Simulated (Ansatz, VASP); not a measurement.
**One calculation of KCl, two programs**

```
K Cl
1.0
     0.00000    3.50728    3.50728
     3.50728    0.00000    3.50728
     3.50728    3.50728    0.00000
K Cl
1 1
Direct
  0.00000 0.00000 0.00000
  0.25000 0.25000 0.25000
```

Alike in both runs: task single point; functional r2SCAN; k mesh 4 × 4 × 4; occupations methfessel-paxton of order 1, width 0.001 eV; no spin polarisation.

|  | VASP | Ansatz |
| --- | --- | --- |
| version | VASP 6.6.1 | Ansatz 0.2.0 |
| potentials or method | VASP PAW PBE potentials, release 64 (K_sv, Cl) | plane waves |
| plane-wave cutoff (eV) | 520 | 500 |
| valence electrons in the cell | 16 | 16 |

|  | VASP | Ansatz | Ansatz less VASP |
| --- | --- | --- | --- |
| gap on the k mesh at the Fermi level (eV) | 5.35 | 5.35 | -0.002 |
| pressure (GPa) | 0.0 | 0.0 | +0.02 |

VASP's potentials were made for PBE, not for r2SCAN.
